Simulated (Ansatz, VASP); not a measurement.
## Two plane-wave programs on Ge

```xyz
6
Lattice="2.8805 -2.8805 0.0000 2.8805 0.0000 -2.8805 7.0413 5.1210 5.1210" Properties=species:S:1:pos:R:3 pbc="T T T"
Ge    6.9611    1.2000    1.2000
Ge    4.0806   -1.6805    1.2000
Ge    6.9611    4.0806    4.0806
Ge    8.4014    2.6403    2.6403
Ge    5.5208   -0.2402    2.6403
Ge    2.6403   -0.2402   -0.2402
```

Alike in both runs: task single point; functional PBE; k mesh 12 × 12 × 5; occupations gaussian, width 0.15 eV; no spin polarisation.

|  | VASP | Ansatz |
| --- | --- | --- |
| version | VASP 6.6.1 | Ansatz 0.2.0 |
| potentials or method | VASP PAW PBE potentials, release 64 (Ge_d), cutoff 520 eV | scalar-relativistic, plane waves, PAW |
| valence electrons in the cell | 84 | 84 |

|  | VASP | Ansatz | Ansatz less VASP |
| --- | --- | --- | --- |
| gap on the k mesh at the Fermi level (eV) | none | none | - |
| pressure (GPa) | 0.3 | 0.3 | +0.02 |
| traceless stress, the component that is largest in VASP (GPa) | -4.16 | -4.16 | +0.002 |
| rms of the force components (eV/Å) | 0.314 | 0.313 | -0.0003 |

Atom by atom the forces differ by 0.001 eV/Å (rms over components). A gap of «none» marks a metal or a gap that the smearing closes. The functional is the same, so the differences come from potentials, cutoffs and numerics.
